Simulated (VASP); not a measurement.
# H3C2N in VASP: notebook, part 2 of 3

VASP 6.6.1. Earlier steps stand in the parts before.

## Step 4: Single point, PBE+D3(BJ)

Input file INCAR:

```
SYSTEM = H3C2N
ALGO = Normal
EDIFF = 1E-6
ENCUT = 520
GGA = PE
ISIF = 2
ISMEAR = -1
IVDW = 12
LASPH = .True.
LCHARG = .False.
LREAL = Auto
LWAVE = .False.
NBANDS = 72
NELM = 80
PREC = Accurate
SIGMA = 0.02
```

Input file KPOINTS:

```
k-points
0
Gamma
  1 1 1
  0 0 0
```

Input file POSCAR:

```
H3C2N
1.0
    8.0517480000      0.0000000000      0.0000000000
    0.0000000000      8.0517480000      0.0000000000
    0.0000000000      0.0000000000      8.0517480000
C N H
12 6 18
Direct
    0.6441210033      0.2922967783      0.3800541199
    0.5148695662      0.1752662900      0.4603472439
    0.2263732049      0.4933711289      0.5051449698
    0.0652901705      0.5225945969      0.5680754042
    0.2582793202      0.9370760237      0.8615147916
    0.3598100686      1.0435870571      0.9732793426
    0.6632597046      0.7971809351      0.8365761074
    0.6225107890      0.7462230562      1.0035212230
    0.6482815905      0.3597976489      0.8183192022
    0.7718572414      0.2343342092      0.8665820142
    0.9435590880      0.8605957365      0.2520943278
    1.0080171411      0.7204025759      0.1726830000
    0.4085572474      0.0843419342      0.4975317161
   -0.0697736690      0.5529979329      0.6229330575
    0.4439657078      1.1313319791      1.0518833923
    0.6032478910      0.6837148902      1.1326112044
    0.8797965361      0.1379452015      0.8941412473
    1.0515977400      0.6143510701      0.0859564904
    0.7535258182      0.2881486107      0.4596517427
    0.6740399724      0.2186233350      0.2669606649
    0.6064770035      0.4253486324      0.3443227483
    0.3078213575      0.6007763780      0.5010216415
    0.2863725988      0.3840905105      0.5748689601
    0.2346695401      0.4458410770      0.3823641773
    0.2785854699      0.8070421479      0.9109202126
    0.1259105476      0.9765581337      0.8779460063
    0.2968299554      0.9595183555      0.7369704069
    0.7703793015      0.7229113479      0.7889963769
    0.5531469688      0.7906978708      0.7574380122
    0.6867328684      0.9327043022      0.8450835769
    0.6262366880      0.4402646481      0.9315616932
    0.6997238364      0.4339057805      0.7138822526
    0.5437577033      0.2901357569      0.7813831233
    0.8371349923      0.8369238580      0.3349955811
    1.0583167779      0.9143107807      0.3170615871
    0.9101129345      0.9481543635      0.1570963224
```

Potentials or basis: VASP PAW PBE potentials, release 64 (C, N, H).

Command:

```sh
> cat potpaw_PBE.64/C/POTCAR potpaw_PBE.64/N/POTCAR potpaw_PBE.64/H/POTCAR > POTCAR
> mpirun -np 1 vasp_gam > vasp.out
```

OUTCAR:

```text
SYSTEM = H3C2N
   EDIFF = 1E-6
   ENCUT = 520
   GGA = PE
   ISIF = 2
   ISMEAR = -1
   IVDW = 12
   LASPH = .True.
   LREAL = Auto
   NELM = 80
   PREC = Accurate
 IVDW          = 12

 ion  position               nearest neighbor table
   1  0.644  0.292  0.380-  19 1.09  20 1.11  21 1.15   2 1.55
   2  0.515  0.175  0.460-  13 1.17   1 1.55
   3  0.226  0.493  0.505-  24 1.06  22 1.09  23 1.15   4 1.41
   4  0.065  0.523  0.568-  14 1.20   3 1.41
   5  0.258  0.937  0.862-  27 1.07  26 1.12  25 1.13   6 1.49
   6  0.360  0.044  0.973-  15 1.17   5 1.49
   7  0.663  0.797  0.837-  29 1.09  30 1.11  28 1.12   8 1.44
   8  0.623  0.746  0.004-  16 1.17   7 1.44
   9  0.648  0.360  0.818-  33 1.05  32 1.11  31 1.13  10 1.47
  10  0.772  0.234  0.867-  17 1.19   9 1.47
  11  0.944  0.861  0.252-  36 1.07  34 1.10  35 1.15  12 1.40
  12  0.008  0.720  0.173-  18 1.16  11 1.40
  13  0.409  0.084  0.498-   2 1.17
  14  0.930  0.553  0.623-   4 1.20
  15  0.444  0.131  0.052-   6 1.17
  16  0.603  0.684  0.133-   8 1.17
  17  0.880  0.138  0.894-  10 1.19
[... 17 lines left out ...]
  35  0.058  0.914  0.317-  11 1.15
  36  0.910  0.948  0.157-  11 1.07

  LATTYP: Found a simple cubic cell.
 ALAT       =     8.0517480000

  Lattice vectors:

 A1 = (   8.0517480000,   0.0000000000,   0.0000000000)
 A2 = (   0.0000000000,   8.0517480000,   0.0000000000)
 A3 = (   0.0000000000,   0.0000000000,   8.0517480000)

Analysis of symmetry for initial positions (statically):
=====================================================================
 Subroutine PRICEL returns:
 Original cell was already a primitive cell.

 Routine SETGRP: Setting up the symmetry group for a
 simple cubic supercell.

 Subroutine GETGRP returns: Found  1 space group operations
 (whereof  1 operations were pure point group operations)
 out of a pool of 48 trial point group operations.

The static configuration has the point symmetry C_1 .

Analysis of symmetry for dynamics (positions and initial velocities):
=====================================================================
 Subroutine PRICEL returns:
 Original cell was already a primitive cell.

 Routine SETGRP: Setting up the symmetry group for a
 simple cubic supercell.

 Subroutine GETGRP returns: Found  1 space group operations
 (whereof  1 operations were pure point group operations)
 out of a pool of 48 trial point group operations.

The dynamic configuration has the point symmetry C_1 .

 Subroutine INISYM returns: Found  1 space group operations
 (whereof  1 operations are pure point group operations),
 and found     1 'primitive' translations

----------------------------------------------------------------------------------------

                                     Primitive cell

  volume of cell :     522.0000

  direct lattice vectors                    reciprocal lattice vectors
     8.051748000  0.000000000  0.000000000     0.124196634  0.000000000  0.000000000
     0.000000000  8.051748000  0.000000000     0.000000000  0.124196634  0.000000000
     0.000000000  0.000000000  8.051748000     0.000000000  0.000000000  0.124196634

  length of vectors
     8.051748000  8.051748000  8.051748000     0.124196634  0.124196634  0.124196634

  position of ions in fractional coordinates (direct lattice)
     0.644121003  0.292296778  0.380054120
[... 100 lines left out ...]

 Following reciprocal coordinates:
            Coordinates               Weight
  0.000000  0.000000  0.000000      1.000000
   k-points           NKPTS =      1   k-points in BZ     NKDIM =      1   number of bands    NBANDS=     72
   number of dos      NEDOS =    301   number of ions     NIONS =     36
   total plane-waves  NPLWV = 216000
   dimension x,y,z NGX =    60 NGY =   60 NGZ =   60
   dimension x,y,z NGXF=   120 NGYF=  120 NGZF=  120
   ions per type =              12   6  18
   NGX,Y,Z   is equivalent  to a cutoff of  12.39, 12.39, 12.39 a.u.
   NGXF,Y,Z  is equivalent  to a cutoff of  24.78, 24.78, 24.78 a.u.
 SYSTEM =  H3C2N
   PREC   = accura    normal or accurate (medium, high low for compatibility)
   ISTART =      0    job   : 0-new  1-cont  2-samecut
   ICHARG =      2    charge: 1-file 2-atom 10-const
   ISPIN  =      1    spin polarized calculation?
   LNONCOLLINEAR =      F non collinear calculations
   LSORBIT =      F    spin-orbit coupling
   LASPH  =      T    aspherical Exc in radial PAW
   ENCUT  =  520.0 eV  38.22 Ry    6.18 a.u.  14.97 14.97 14.97*2*pi/ulx,y,z
   NELM   =     80;   NELMIN=  2; NELMDL= -5     # of ELM steps
   EDIFF  = 0.1E-05   stopping-criterion for ELM
   LREAL  =      T    real-space projection
   EDIFFG = 0.1E-04   stopping-criterion for IOM
   NSW    =      0    number of steps for IOM
   IBRION =     -1    ionic relax: 0-MD 1-quasi-New 2-CG
   NFREE  =      0    steps in history (QN), initial steepest desc. (CG)
   ISIF   =      2    stress and relaxation
   ISYM   =      2    0-nonsym 1-usesym 2-fastsym
   POTIM  = 0.5000    time-step for ionic-motion
   TEBEG  =    0.0;   TEEND  =   0.0 temperature during run
   PSTRESS=    0.0 pullay stress
   NELECT =      96.0000    total number of electrons
   NUPDOWN=      -1.0000    fix difference up-down
   EMIN   =  10.00;   EMAX   =-10.00  energy-range for DOS
   EFERMI =   0.00;   METHOD = LEGACY
   ISMEAR =    -1;   SIGMA  =   0.02  broadening in eV -4-tet -1-fermi 0-gaus
   EFERMI_NEDOS =   21; number of points for ismear=-14 and -15
   IALGO  =     38    algorithm
   IMIX   =      4    mixing-type and parameters
     AMIX     =   0.40;   BMIX     =  1.00
     AMIX_MAG =   1.60;   BMIX_MAG =  1.00
  volume/ion in A,a.u.               =      14.50        97.85
  Fermi-wavevector in a.u.,A,eV,Ry     =   0.930983  1.759303 11.792568  0.866729
  Thomas-Fermi vector in A             =   2.057429
   LORBIT       =      0    0 simple, 1 ext, 2 COOP (PROOUT), +10 PAW based schemes
   GGA     = PE    functional components
   LHFCALC =     F    Hartree Fock is set to
   AEXX    =    0.0000 exact exchange contribution
   IVDW    =    12    specifies the selected vdW correction
   LEPSILON=     F    determine dielectric tensor
   LRPA    =     F    only Hartree local field effects (RPA)
 non-spin polarized calculation
  energy-cutoff  :      520.00
  volume of cell :      522.00
 maximum number of plane-waves:      6999
 NGX is ok and might be reduce to    60
   NGX = 29   NGY = 29   NGZ = 29

 number of electron      95.9999995 magnetization

 Free energy of the ion-electron system (eV)
  ---------------------------------------------------
  ext. energy  EPLUGINS =         0.00000000
  ---------------------------------------------------
  free energy    TOTEN  =      -220.09465638 eV

  energy without entropy =     -220.09465638  energy(sigma->0) =     -220.09465638

 E-fermi :  -3.9491     XC(G=0):  -6.2160

 val. band max:       -4.5077653131   @ k =   0.0000   0.0000   0.0000
 cond. band min:       1.6018802106   @ k =   0.0000   0.0000   0.0000
 fundamental gap:      6.1096455237
 Fermi energy:        -3.9491424336

 k-point     1 :       0.0000    0.0000    0.0000
  band No.  band energies     occupation
      1     -19.8038      2.00000
      2     -19.5904      2.00000
      3     -19.5562      2.00000
      4     -19.4415      2.00000
      5     -19.3962      2.00000
      6     -19.3822      2.00000
[... 52 lines left out ...]
     59       2.9098      0.00000
     60       2.9825      0.00000
 [bands above 60 left out]

------------------------ aborting loop because EDIFF is reached ----------------------------------------

 Edisp (eV)   -1.62680

 E8    (eV) :    -0.3911

  FORCE on cell =-STRESS in cart. coord.  units (eV):
  Direction    XX          YY          ZZ          XY          YZ          ZX
  --------------------------------------------------------------------------------------
  -------------------------------------------------------------------------------------
  Total      -5.94946    -4.48473     0.13525     2.02164     3.60379     0.41477
  in kB     -18.26072   -13.76501     0.41512     6.20502    11.06114     1.27307
  external pressure =      -10.54 kB  Pullay stress =        0.00 kB

 VOLUME and BASIS-vectors are now :
 -----------------------------------------------------------------------------
  energy-cutoff  :      520.00
  volume of cell :      522.00
      direct lattice vectors                 reciprocal lattice vectors
     8.051748000  0.000000000  0.000000000     0.124196634  0.000000000  0.000000000
     0.000000000  8.051748000  0.000000000     0.000000000  0.124196634  0.000000000
     0.000000000  0.000000000  8.051748000     0.000000000  0.000000000  0.124196634

 POSITION                                       TOTAL-FORCE (eV/Angst)
 -----------------------------------------------------------------------------------
      5.18630      2.35350      3.06010        -1.158300     -1.357660      0.121883
      4.14560      1.41120      3.70660         0.938524      1.987302     -1.424494
      1.82270      3.97250      4.06730         1.782008     -1.696841      1.022320
      0.52570      4.20780      4.57400        -3.965001      1.158950      1.367380
      2.07960      7.54510      6.93670        -0.138055      0.047904      2.746437
      2.89710      0.35095      7.83660        -0.457171     -0.192928     -0.811456
[... 28 lines left out ...]
      0.46955      7.36180      2.55290        -1.320030     -0.053980     -0.022068
      7.32800      7.63430      1.26490        -0.372263      0.682822     -0.526918
 -----------------------------------------------------------------------------------
    total drift:                                0.008523     -0.010993     -0.015569

  FREE ENERGIE OF THE ION-ELECTRON SYSTEM (eV)
  ---------------------------------------------------
  free  energy   TOTEN  =      -221.7214547308 eV

  energy  without entropy=     -221.7214547308  energy(sigma->0) =     -221.72145473
```

It took 93 s on 1 thread of Intel Xeon Platinum 8375C at 2.90GHz (Ice Lake), shared host; peak memory 0.47 GiB.

Results:

| Item | Value |
| --- | --- |
| Free energy | -221.7215 eV |
| Pressure | -1.1 GPa |
| Largest force | 4.351 eV/Å |
| Band gap on the k mesh | 6.11 eV |
| Dispersion energy per atom | -0.045 eV |

Forces on the atoms (eV/Å):
```
C   -1.158 -1.358  0.122
C    0.939  1.987 -1.424
C    1.782 -1.697  1.022
C   -3.965  1.159  1.367
C   -0.138  0.048  2.746
C   -0.457 -0.193 -0.811
C   -0.010  0.793  0.252
C    0.205 -0.862 -0.086
C    1.786  0.453  1.241
C    1.691 -0.616 -0.051
C    1.245  1.420  1.870
C   -0.430 -0.998 -0.877
N    0.088 -0.139  0.371
N    3.242 -0.721 -1.415
N   -0.052 -0.108  0.148
N   -0.241  0.178  0.299
N   -1.672  1.297 -0.213
N    0.625 -0.952 -0.353
H    0.200  0.361  0.113
H   -0.027  0.594  0.069
H    0.029 -1.525  0.577
H    0.121  0.456  0.481
H   -0.442  1.277 -0.190
H   -0.684 -0.330 -1.456
H   -0.417  0.701 -0.752
H    0.513 -0.335 -0.152
H    0.331 -0.088 -1.103
H   -0.469  0.503  0.072
H   -0.030 -0.422 -0.234
H    0.522 -0.403 -0.261
H   -0.161 -0.567 -0.959
H   -0.113 -0.161  0.441
H   -1.526 -0.352 -0.275
H    0.369 -0.031 -0.029
H   -1.320 -0.054 -0.022
H   -0.372  0.683 -0.527
```

Caveat: the k points lie up to 0.78 Å⁻¹ apart.

## Step 5: Single point, PBE+D3(BJ)

Input file INCAR:

```
SYSTEM = H3C2N
PREC     = Accurate       ! precision mode
ENCUT    = 520            ! plane-wave cutoff, eV
EDIFF    = 1E-7           ! SCF threshold, eV
ISMEAR   = -1             ! smearing method
SIGMA    = 0.02           ! smearing width, eV
LREAL    = Auto         
LASPH    = .TRUE.         ! aspherical terms in the spheres
NELM     = 80             ! most SCF steps
ALGO     = Normal         ! electronic algorithm
ISIF     = 2              ! what is computed and relaxed
LWAVE    = .FALSE.        ! write WAVECAR
LCHARG   = .FALSE.        ! write CHGCAR
GGA      = PE             ! functional
IVDW     = 12             ! dispersion correction
NBANDS   = 72             ! bands
```

Input file KPOINTS:

```
regular mesh
0
G
  1 1 1
  0 0 0
```

Input file POSCAR:

```
H3C2N
1.0
    8.0517480000      0.0000000000      0.0000000000
    0.0000000000      8.0517480000      0.0000000000
    0.0000000000      0.0000000000      8.0517480000
C N H
12 6 18
Direct
    0.6558700049      0.2366442666      0.3408825015
    0.5179372231      0.1430993618      0.4212377238
    0.1685099931      0.4354085597      0.4437297342
    0.0557767084      0.5562270454      0.5260224240
    0.2207470974      0.9732296639      0.8638248490
    0.3462726355      1.0414384554      0.9606112859
    0.7092124592      0.7742169775      0.9520665575
    0.6338375220      0.7108642744      1.1008541251
    0.6172696910      0.3758438540      0.7822028211
    0.7496508833      0.2635452575      0.8094888216
    1.0257275811      0.8955819283      0.2922967783
    1.0389048440      0.7474526028      0.1821840425
    0.4160959831      0.0622349333      0.4860435274
   -0.0402272898      0.6379111716      0.5940325008
    0.4550937262      1.0952652766      1.0376504580
    0.5818612306      0.6615706304      1.2246409103
    0.8482009124      0.1681622425      0.8432578864
    1.0607013533      0.6206105805      0.1166082197
    0.7549913385      0.1550594976      0.2762505732
    0.6025399702      0.3147887887      0.2447294674
    0.7211974344      0.3252088863      0.4219332249
    0.2836278532      0.5079269744      0.4253734717
    0.1713540960      0.3173720787      0.5120999813
    0.1159623972      0.4101221250      0.3205763519
    0.1642997272      0.8693391795      0.9230790631
    0.1163225675      1.0724006762      0.8527837682
    0.2595088669      0.9377094266      0.7322260955
    0.8009689325      0.6969666711      0.9006491510
    0.6126992549      0.7940387603      0.8526347322
    0.7545814896      0.8992208897      0.9562395644
    0.5544510335      0.3998510634      0.8978050480
    0.6554601560      0.4991462723      0.7371691215
    0.5202472805      0.3169249708      0.6917876714
    0.9215390248      0.8612912376      0.3718695617
    1.1352193337      0.9154782291      0.3609650973
    0.9941816361      1.0114822272      0.2208712940
```

Command:

```sh
> cat potpaw_PBE.64/C/POTCAR potpaw_PBE.64/N/POTCAR potpaw_PBE.64/H/POTCAR > POTCAR
> mpirun -np 1 vasp_gam > vasp.out
```

Wall time 1.7 min (1 thread of Intel Xeon Platinum 8375C at 2.90GHz (Ice Lake), shared host); peak memory 0.47 GiB.

The run converged. Its results:

```yaml
Free_energy: -221.8927 eV
Pressure: 0.5 GPa
Largest_force: 3.567 eV/Å
Band_gap_on_the_k_mesh: 6.27 eV
Dispersion_energy_per_atom: -0.045 eV
```

Forces in eV/Å, atoms in the order of the input:
```
C    0.415 -0.758 -0.411
C    1.204  0.003 -0.241
C   -0.886  1.322  0.095
C    0.959 -2.082 -0.734
C   -2.215  1.117 -2.538
C    1.055  0.116  0.278
C   -2.219  0.696 -1.184
C    0.909  0.758 -1.089
C   -1.814  0.187 -1.655
C   -1.795  1.724 -0.442
C   -1.820 -0.426 -2.164
C    0.647  1.053  1.007
N    0.173  0.433 -0.228
N   -0.905  1.016  0.723
N    0.661  0.502  0.598
N   -0.774 -0.722  1.399
N    2.615 -2.326  0.686
N   -0.166 -0.133 -0.430
H   -1.412  0.600  0.879
H   -0.220  0.069 -0.370
H   -0.198 -0.323  0.382
H    0.275 -0.820  0.059
H    0.509  0.289  0.182
H    0.095  0.059 -0.108
H   -0.392 -1.013  0.419
H    0.966 -1.128 -0.072
H   -0.108  0.410  1.159
H    1.199 -1.068 -0.416
H    0.244 -0.488  0.507
H    0.566  0.849  0.719
H   -0.435 -0.114  0.691
H    0.224 -0.268 -0.312
H    1.224  0.796  1.090
H   -0.127  0.338  0.454
H    1.350  0.093  0.799
H    0.197 -0.759  0.267
```

Stress tensor (GPa, compression positive):
```
 1.03 -0.75  0.68
-0.75 -0.23 -0.31
 0.68 -0.31  0.60
```

Levels at points of the mesh, in eV from the valence-band top:
| k point | band 45 | band 46 | band 47 | band 48 | band 49 | band 50 | band 51 | band 52 |
| --- | --- | --- | --- | --- | --- | --- | --- | --- |
| (0.00, 0.00, 0.00) | -0.30 | -0.24 | -0.10 | 0.00 | 6.27 | 6.69 | 6.79 | 6.91 |

Caveat: the k points lie up to 0.78 Å⁻¹ apart.

[end of part 2 of 3]
